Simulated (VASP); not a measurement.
A run of VASP 6.6.1 is set up as follows.

Contents of INCAR:

```
PREC = Accurate
ENCUT = 520
EDIFF = 1E-6
ISMEAR = 0
SIGMA = 0.1
LREAL = F
LASPH = T
NELM = 100
ALGO = Normal
ISIF = 2
LWAVE = F
LCHARG = F
GGA = PE
NBANDS = 36
```

File KPOINTS:

```
Automatic mesh
0
Gamma
  6 6 4
```

File POSCAR:

```
Mo
1.0
    3.5636301557      0.0000000000      0.0000000000
   -1.7818150778      3.0861942445      0.0000000000
    0.0000000000      0.0000000000      5.8799897569
Mo
4
Direct
    0.3333333333      0.6666666667      0.4375000000
    0.6666666667      0.3333333333      0.9375000000
    0.6666666667      0.3333333333      0.5625000000
    0.3333333333      0.6666666667      0.0625000000
```

Potentials or basis: VASP PAW PBE potentials, release 64 (Mo_sv).

Command:

```sh
$ cat potpaw_PBE.64/Mo_sv/POTCAR > POTCAR
$ mpirun -np 1 vasp_std > vasp.out
```

Question: Predict the band gap on the k mesh.

Answer: Zero (band 28 reaches 11.93 eV, above the bottom of band 29 at 11.27 eV).

Question: Estimate the pressure.

Answer: 80.7 GPa.

Forces on the atoms (eV/Å):
```
Mo   0.000  0.000 -1.670
Mo   0.000  0.000 -1.670
Mo   0.000  0.000  1.670
Mo   0.000  0.000  1.670
```

Caveat: forces of over 1 eV/Å act on the atoms, so gaps and moduli don't describe the material at rest.
